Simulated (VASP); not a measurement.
# Ni3Ge (Pm-3m) in VASP: density of states with LDA

Aim: the density of states of Ni3Ge with LDA.

Everything below comes from runs of VASP 6.6.1. Logs are shortened: lines on timing, memory, paths and dates and some standing lists are left out, and cuts for length are marked.

### Step 1. The cell of the first run

The structure is cubic, space group Pm-3m (No. 221). The conventional cell has a = 3.530 Å, b = 3.530 Å, c = 3.530 Å, α = 90.00°, β = 90.00°, γ = 90.00°. Ni (site symmetry 4/mmm) has 8 Ni at 2.50 Å and 4 Ge at 2.50 Å within 3.3 Å. Within 3.3 Å of Ge (site symmetry m-3m) lie 12 Ni at 2.50 Å.

### Step 2. Density of states, LDA, collinear spin, ferromagnetic start

The input, POSCAR:

```
Ni3Ge
1.0
    3.5303341100      0.0000000000      0.0000000000
    0.0000000000      3.5303341100      0.0000000000
    0.0000000000      0.0000000000      3.5303341100
Ni Ge
3 1
Direct
    0.4999999986      0.0000000000      0.4999999986
    0.0000000000      0.4999999986      0.4999999986
    0.4999999986      0.4999999986      0.0000000000
    0.0000000000      0.0000000000      0.0000000000
```

The input, INCAR.step1:

```
SYSTEM = Ni3Ge
ALGO     = Normal         ! electronic algorithm
EDIFF    = 1E-6           ! SCF threshold, eV
ENCUT    = 520            ! plane-wave cutoff, eV
ISIF     = 2              ! what is computed and relaxed
ISMEAR   = -1             ! smearing method
ISPIN    = 2              ! spin polarisation
LASPH    = .TRUE.         ! aspherical terms in the spheres
LCHARG   = .TRUE.         ! write CHGCAR
LMAXMIX  = 4              ! l up to which the mixer works
LREAL    = .FALSE.        ! projectors in reciprocal space
LWAVE    = .FALSE.        ! write WAVECAR
MAGMOM   = 1.5 1.5 1.5 0  ! initial moments
NBANDS   = 34             ! bands
NELM     = 150            ! most SCF steps
PREC     = Accurate       ! precision mode
SIGMA    = 0.1            ! smearing width, eV
```

The input, KPOINTS.step1:

```
k-points
0
G
  6 6 6
  0 0 0
```

The input, INCAR.step2:

```
SYSTEM = Ni3Ge
ALGO     = Normal         ! electronic algorithm
EDIFF    = 1E-6           ! SCF threshold, eV
ENCUT    = 520            ! plane-wave cutoff, eV
ICHARG   = 11             ! starting density
ISIF     = 2              ! what is computed and relaxed
ISMEAR   = -5             ! smearing method
ISPIN    = 2              ! spin polarisation
LASPH    = .TRUE.         ! aspherical terms in the spheres
LCHARG   = .FALSE.        ! write CHGCAR
LMAXMIX  = 4              ! l up to which the mixer works
LORBIT   = 11             ! projections on sites
LREAL    = .FALSE.        ! projectors in reciprocal space
LWAVE    = .FALSE.        ! write WAVECAR
MAGMOM   = 1.5 1.5 1.5 0  ! initial moments
NEDOS    = 1001           ! points of the DOS
NELM     = 150            ! most SCF steps
PREC     = Accurate       ! precision mode
SIGMA    = 0.1            ! smearing width, eV
```

The input, KPOINTS.step2:

```
k-points
0
G
  9 9 9
  0 0 0
```

Potentials or basis: VASP PAW LDA potentials, release 64 (Ni, Ge_d).

Started as:

```console
$ cat potpaw_LDA.64/Ni/POTCAR potpaw_LDA.64/Ge_d/POTCAR > POTCAR
$ cp INCAR.step1 INCAR
$ cp KPOINTS.step1 KPOINTS
$ mpirun -np 1 vasp_std > vasp.out
$ cp INCAR.step2 INCAR
$ cp KPOINTS.step2 KPOINTS
$ mpirun -np 1 vasp_std > vasp.out
```

OUTCAR:

```text
SYSTEM = Ni3Ge
   EDIFF = 1E-6
   ENCUT = 520
   ICHARG = 11
   ISIF = 2
   ISMEAR = -5
   ISPIN = 2
   LASPH = .TRUE.
   LORBIT = 11
   LREAL = .FALSE.
   NELM = 150
   PREC = Accurate

 ion  position               nearest neighbor table
   1  0.500  0.000  0.500-   2 2.50   3 2.50   4 2.50   4 2.50   2 2.50   4 2.50   3 2.50   2 2.50
                             3 2.50   3 2.50   2 2.50   4 2.50
   2  0.000  0.500  0.500-   1 2.50   3 2.50   4 2.50   4 2.50   1 2.50   4 2.50   3 2.50   1 2.50
                             3 2.50   3 2.50   4 2.50   1 2.50
   3  0.500  0.500  0.000-   1 2.50   2 2.50   4 2.50   4 2.50   2 2.50   4 2.50   1 2.50   1 2.50
                             2 2.50   1 2.50   4 2.50   2 2.50
   4  0.000  0.000  0.000-   1 2.50   2 2.50   3 2.50   1 2.50   2 2.50   2 2.50   3 2.50   1 2.50
                             3 2.50   2 2.50   1 2.50   3 2.50

  LATTYP: Found a simple cubic cell.
 ALAT       =     3.5303341100

  Lattice vectors:

 A1 = (   3.5303341100,   0.0000000000,   0.0000000000)
 A2 = (   0.0000000000,   3.5303341100,   0.0000000000)
 A3 = (   0.0000000000,   0.0000000000,   3.5303341100)

Analysis of symmetry for initial positions (statically):
=====================================================================
 Subroutine PRICEL returns:
 Original cell was already a primitive cell.

 Routine SETGRP: Setting up the symmetry group for a
 simple cubic supercell.

 Subroutine GETGRP returns: Found 48 space group operations
 (whereof 48 operations were pure point group operations)
 out of a pool of 48 trial point group operations.

The static configuration has the point symmetry O_h .

Analysis of symmetry for dynamics (positions and initial velocities):
=====================================================================
 Subroutine PRICEL returns:
 Original cell was already a primitive cell.

 Routine SETGRP: Setting up the symmetry group for a
 simple cubic supercell.

 Subroutine GETGRP returns: Found 48 space group operations
 (whereof 48 operations were pure point group operations)
 out of a pool of 48 trial point group operations.

The dynamic configuration has the point symmetry O_h .

Analysis of structural, dynamic, and magnetic symmetry:
=====================================================================
 Subroutine PRICEL returns:
 Original cell was already a primitive cell.

 Routine SETGRP: Setting up the symmetry group for a
 simple cubic supercell.

 Subroutine GETGRP returns: Found 48 space group operations
 (whereof 48 operations were pure point group operations)
 out of a pool of 48 trial point group operations.

The overall configuration has the point symmetry O_h .

 Subroutine INISYM returns: Found 48 space group operations
 (whereof 48 operations are pure point group operations),
 and found     1 'primitive' translations

----------------------------------------------------------------------------------------

                                     Primitive cell

  volume of cell :      43.9995

  direct lattice vectors                    reciprocal lattice vectors
     3.530334110  0.000000000  0.000000000     0.283259309  0.000000000  0.000000000
     0.000000000  3.530334110  0.000000000     0.000000000  0.283259309  0.000000000
     0.000000000  0.000000000  3.530334110     0.000000000  0.000000000  0.283259309

  length of vectors
     3.530334110  3.530334110  3.530334110     0.283259309  0.283259309  0.283259309

  position of ions in fractional coordinates (direct lattice)
     0.499999999  0.000000000  0.499999999
     0.000000000  0.499999999  0.499999999
     0.499999999  0.499999999  0.000000000
     0.000000000  0.000000000  0.000000000

  ion indices of the primitive-cell ions
   primitive index   ion index
                 1           1
                 2           2
                 3           3
                 4           4

----------------------------------------------------------------------------------------

 KPOINTS: k-points

Automatic generation of k-mesh.
 Grid dimensions read from file:
 generate k-points for:    9    9    9

 Generating k-lattice:

  Cartesian coordinates                     Fractional coordinates (reciprocal lattice)
     0.031473257  0.000000000  0.000000000     0.111111111  0.000000000  0.000000000
     0.000000000  0.031473257  0.000000000     0.000000000  0.111111111  0.000000000
     0.000000000  0.000000000  0.031473257     0.000000000  0.000000000  0.111111111

  Length of vectors
     0.031473257  0.031473257  0.031473257

  Shift w.r.t. Gamma in fractional coordinates (k-lattice)
     0.000000000  0.000000000  0.000000000

 TETIRR: Found    353 inequivalent tetrahedra from     4374

 Subroutine IBZKPT returns following result:
 ===========================================

 Found     35 irreducible k-points:

 Following reciprocal coordinates:
            Coordinates               Weight
  0.000000  0.000000  0.000000      1.000000
  0.111111  0.000000  0.000000      6.000000
  0.222222  0.000000  0.000000      6.000000
  0.333333  0.000000  0.000000      6.000000
  0.444444  0.000000  0.000000      6.000000
  0.111111  0.111111  0.000000     12.000000
[... 16 lines left out ...]
  0.333333  0.333333  0.111111     24.000000
  0.444444  0.333333  0.111111     48.000000
 [... further k-points ...]
   k-points           NKPTS =     35   k-points in BZ     NKDIM =     35   number of bands    NBANDS=     28
   number of dos      NEDOS =   1001   number of ions     NIONS =      4
   total plane-waves  NPLWV =  21952
   dimension x,y,z NGX =    28 NGY =   28 NGZ =   28
   dimension x,y,z NGXF=    56 NGYF=   56 NGZF=   56
   ions per type =               3   1
   NGX,Y,Z   is equivalent  to a cutoff of  13.19, 13.19, 13.19 a.u.
   NGXF,Y,Z  is equivalent  to a cutoff of  26.37, 26.37, 26.37 a.u.
 SYSTEM =  Ni3Ge
   PREC   = accura    normal or accurate (medium, high low for compatibility)
   ISTART =      0    job   : 0-new  1-cont  2-samecut
   ICHARG =     11    charge: 1-file 2-atom 10-const
   ISPIN  =      2    spin polarized calculation?
   LNONCOLLINEAR =      F non collinear calculations
   LSORBIT =      F    spin-orbit coupling
   LASPH  =      T    aspherical Exc in radial PAW
   ENCUT  =  520.0 eV  38.22 Ry    6.18 a.u.   6.56  6.56  6.56*2*pi/ulx,y,z
   NELM   =    150;   NELMIN=  2; NELMDL=  0     # of ELM steps
   EDIFF  = 0.1E-05   stopping-criterion for ELM
   LREAL  =      F    real-space projection
   EDIFFG = 0.1E-04   stopping-criterion for IOM
   NSW    =      0    number of steps for IOM
   IBRION =     -1    ionic relax: 0-MD 1-quasi-New 2-CG
   NFREE  =      0    steps in history (QN), initial steepest desc. (CG)
   ISIF   =      2    stress and relaxation
   ISYM   =      2    0-nonsym 1-usesym 2-fastsym
   POTIM  = 0.5000    time-step for ionic-motion
   TEBEG  =    0.0;   TEEND  =   0.0 temperature during run
   PSTRESS=    0.0 pullay stress
   NELECT =      44.0000    total number of electrons
   NUPDOWN=      -1.0000    fix difference up-down
   EMIN   =  10.00;   EMAX   =-10.00  energy-range for DOS
   EFERMI =   0.00;   METHOD = LEGACY
   ISMEAR =    -5;   SIGMA  =   0.10  broadening in eV -4-tet -1-fermi 0-gaus
   EFERMI_NEDOS =   21; number of points for ismear=-14 and -15
   IALGO  =     38    algorithm
   IMIX   =      4    mixing-type and parameters
     AMIX     =   0.40;   BMIX     =  1.00
     AMIX_MAG =   1.60;   BMIX_MAG =  1.00
  volume/ion in A,a.u.               =      11.00        74.23
  Fermi-wavevector in a.u.,A,eV,Ry     =   1.637105  3.093680 36.465156  2.680113
  Thomas-Fermi vector in A             =   2.728300
   LORBIT       =     11    0 simple, 1 ext, 2 COOP (PROOUT), +10 PAW based schemes
   GGA     = CA    functional components
   LHFCALC =     F    Hartree Fock is set to
   AEXX    =    0.0000 exact exchange contribution
   IVDW    =     0    specifies the selected vdW correction
   LEPSILON=     F    determine dielectric tensor
   LRPA    =     F    only Hartree local field effects (RPA)
 spin polarized calculation
 Fermi weights with tetrahedron method with Bloechl corrections
  energy-cutoff  :      520.00
  volume of cell :       44.00
 maximum number of plane-waves:      1213
 NGX is ok and might be reduce to    28

 number of electron      43.9999972 magnetization       0.0001583

 Free energy of the ion-electron system (eV)
  ---------------------------------------------------
  ext. energy  EPLUGINS =         0.00000000
  ---------------------------------------------------
  free energy    TOTEN  =       -26.36375717 eV

  energy without entropy =      -26.36375717  energy(sigma->0) =      -26.36375717

 E-fermi :  10.0322     XC(G=0): -13.8230

 val. band max:       10.0101969911   @ k =   0.1111   0.1111   0.0000
 cond. band min:      10.0593181259   @ k =   0.4444   0.4444   0.3333
 fundamental gap:      0.0491211348
 Fermi energy:        10.0321754731

 spin component 1

 k-point     1 :       0.0000    0.0000    0.0000
  band No.  band energies     occupation
      1     -14.6627      1.00000
      2     -14.6627      1.00000
      3     -14.6487      1.00000
      4     -14.6487      1.00000
      5     -14.6487      1.00000
      6      -2.4435      1.00000
[... 20 lines left out ...]
     27      17.0209      0.00000
[... 691 lines left out ...]
      6       0.2738      1.00000
[... 20 lines left out ...]
     27      18.0531      0.00000
     28      18.4277      0.00000

 [... further k-points ...]

 spin component 2

 k-point     1 :       0.0000    0.0000    0.0000
  band No.  band energies     occupation
      1     -14.6626      1.00000
      2     -14.6626      1.00000
      3     -14.6486      1.00000
      4     -14.6486      1.00000
      5     -14.6486      1.00000
      6      -2.4435      1.00000
[... 20 lines left out ...]
     27      17.0209      0.00000
[... 691 lines left out ...]
      6       0.2738      1.00000
[... 20 lines left out ...]
     27      18.0531      0.00000
     28      18.4277      0.00000

 [... further k-points ...]
[... 5 lines left out ...]
  --------------------------------------------------------------------------------------
  -------------------------------------------------------------------------------------
  Total       -1.6894930     -1.6894930     -1.6894930      0.0000000      0.0000000     -0.0000000
  in kB      -61.5204587    -61.5204587    -61.5204587      0.0000000      0.0000000     -0.0000000
  external PRESSURE =     -61.5204587 kB  Pullay stress =       0.0000000 kB

 VOLUME and BASIS-vectors are now :
 -----------------------------------------------------------------------------
  energy-cutoff  :      520.00
  volume of cell :       44.00
      direct lattice vectors                 reciprocal lattice vectors
     3.530334110  0.000000000  0.000000000     0.283259309  0.000000000  0.000000000
     0.000000000  3.530334110  0.000000000     0.000000000  0.283259309  0.000000000
     0.000000000  0.000000000  3.530334110     0.000000000  0.000000000  0.283259309

 POSITION                                       TOTAL-FORCE (eV/Angst)
 -----------------------------------------------------------------------------------
      1.76517      0.00000      1.76517         0.000000      0.000000      0.000000
      0.00000      1.76517      1.76517         0.000000      0.000000      0.000000
      1.76517      1.76517      0.00000         0.000000      0.000000      0.000000
      0.00000      0.00000      0.00000         0.000000      0.000000      0.000000
 -----------------------------------------------------------------------------------
    total drift:                               -0.000017     -0.000017     -0.000017

  FREE ENERGIE OF THE ION-ELECTRON SYSTEM (eV)
  ---------------------------------------------------
  free  energy   TOTEN  =       -26.3637571698 eV

  energy  without entropy=      -26.3637571698  energy(sigma->0) =      -26.36375717

 total charge

# of ion       s       p       d       tot
------------------------------------------
    1        0.476   0.540   8.448   9.465
    2        0.476   0.540   8.448   9.465
    3        0.476   0.540   8.448   9.465
    4        1.101   1.239  10.141  12.482
--------------------------------------------------
tot          2.529   2.860  35.487  40.876

 magnetization (x)

# of ion       s       p       d       tot
------------------------------------------
    1       -0.000  -0.000   0.000   0.000
    2       -0.000  -0.000   0.000   0.000
    3       -0.000  -0.000   0.000   0.000
    4        0.000  -0.000  -0.000  -0.000
--------------------------------------------------
tot          0.000  -0.000   0.000   0.000
```

It took 3 min on 1 thread of AMD EPYC 7R43 (Zen 3), shared host; peak memory 0.14 GiB.

Results:

```yaml
Net_moment: 0.00 μB per cell
Valence_electrons_inside_the_program's_atomic_spheres: Ni 9.46; Ge 12.48
```

Caveat: the starting moments collapsed, and a magnetic state may lie lower; tetrahedron occupations give inexact forces and stress in metals.
